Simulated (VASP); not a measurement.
A run of VASP 6.6.1:

The input INCAR:

```
  PREC = Accurate
  ENCUT = 520
  EDIFF = 1E-6
  ISMEAR = 0
  SIGMA = 0.1
  LREAL = False
  LASPH = True
  NELM = 80
  ALGO = Normal
  ISIF = 2
  LWAVE = False
  LCHARG = False
  LDIPOL = True
  IDIPOL = 3
  DIPOL = 0.5 0.5 0.363
  GGA = PE
  NBANDS = 24
```

File KPOINTS:

```
regular mesh
0
Gamma
  12 12 1
```

Contents of POSCAR:

```
HPt3
1.0
    2.8071640675      0.0000000000      0.0000000000
   -1.4035820338      2.4310753951      0.0000000000
    0.0000000000      0.0000000000     20.1192652917
Pt H
3 1
Direct
    0.6666666667      0.3333333333      0.1988144170
    0.3333333333      0.6666666667      0.3136149989
   -0.0108129075      0.0613668469      0.4308844516
    0.0000000000      0.1666666667      0.5069761336
```

Potentials or basis: VASP PAW PBE potentials, release 64 (Pt, H).

The run is started by

```bash
$ cat potpaw_PBE.64/Pt/POTCAR potpaw_PBE.64/H/POTCAR > POTCAR
$ mpirun -np 1 vasp_std > vasp.out
```

Hardware: 1 thread of Intel Xeon 6975P-C (shared host).

Problem. Estimate the wall time of this run.

Solution. Run time: 8 min on 1 thread of Intel Xeon 6975P-C (shared host), peak memory 0.41 GiB. Counts: scf iterations 29, k points 74.
